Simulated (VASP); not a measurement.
SrAl2S2: single point with PBE

Crystal: SrAl2S2.

```
S Al Sr
1.0
     2.52064    4.36586    0.00000
    -2.52064    4.36586    0.00000
     0.00000    0.00000    5.25973
S Al Sr
2 2 1
Direct
  0.33330 0.33340 0.09760
  0.66670 0.66660 0.90240
  0.33330 0.33340 0.45890
  0.66670 0.66660 0.54110
  0.00000 0.00000 0.00000
```

| Item | Value |
| --- | --- |
| Program | VASP 6.6.1 |
| Task | single point |
| Functional | PBE |
| Potentials or basis | VASP PAW PBE potentials, release 64 (S, Al, Sr_sv) |
| Cutoff | 520 eV |
| k mesh | 8 × 8 × 7 |
| Occupations | methfessel-paxton, width 0.2894 eV |
| Spin | no spin polarisation |
| Dipole correction | no |
| k mesh for the DOS | 12 × 12 × 11 |
| Occupations for the DOS | tetrahedron |
| Further INCAR settings | ALGO = Normal; EDIFF = 1e-06 |

```
Valence electrons inside the program's atomic spheres : S 3.89; Al 0.87; Sr 8.01
```

Levels at points of the mesh, in eV from the Fermi level:
```
           k point  band 11  band 12  band 13  band 14  band 15  band 16  band 17  band 18
(0.00, 0.00, 0.00)    -2.91    -1.88    -1.88     0.74     1.37     1.38     3.31     3.35
(0.50, 0.00, 0.00)    -3.64    -2.09    -1.56    -0.82     0.72     0.74     3.21     3.98
(0.00, 0.50, 0.00)    -3.64    -2.09    -1.56    -0.82     0.72     0.74     3.21     3.98
```

Run time: 8.4 min on 1 thread of Intel(R) Xeon(R) 6975P-C (Granite Rapids), with other jobs on the host, peak memory 0.96 GiB.
